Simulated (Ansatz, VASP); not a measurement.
## One calculation of CaS, two programs

```
CELL_PARAMETERS angstrom
0.00000 2.85237 2.85237
2.85237 0.00000 2.85237
2.85237 2.85237 0.00000
ATOMIC_POSITIONS crystal
Ca 0.00000 0.00000 0.00000
S 0.50000 0.50000 0.50000
```

Alike in both runs: functional PBE; k mesh 8 × 8 × 8; no spin polarisation.

Ansatz relaxed the structure, and its values are those at the end. VASP's run is a single point on that final structure, the one shown.

|  | VASP | Ansatz |
| --- | --- | --- |
| version | VASP 6.6.1 | Ansatz 0.2.0 |
| potentials or method | VASP PAW PBE potentials, release 64 (Ca_sv, S) | scalar-relativistic, plane waves, PAW |
| plane-wave cutoff (eV) | 500 | 420 |
| occupations | methfessel-paxton of order 1, width 0.1 eV | methfessel-paxton of order 1 |
| valence electrons in the cell | 16 | 16 |

|  | VASP | Ansatz | Ansatz less VASP |
| --- | --- | --- | --- |
| gap on the k mesh at the Fermi level (eV) | 2.37 | 2.37 | +0.005 |
| least direct gap on the mesh (eV) | 3.17 | 3.18 | +0.005 |
| pressure (GPa) | 0.4 | 0.2 | -0.15 |

Ansatz's warnings: stress scf threshold loose.
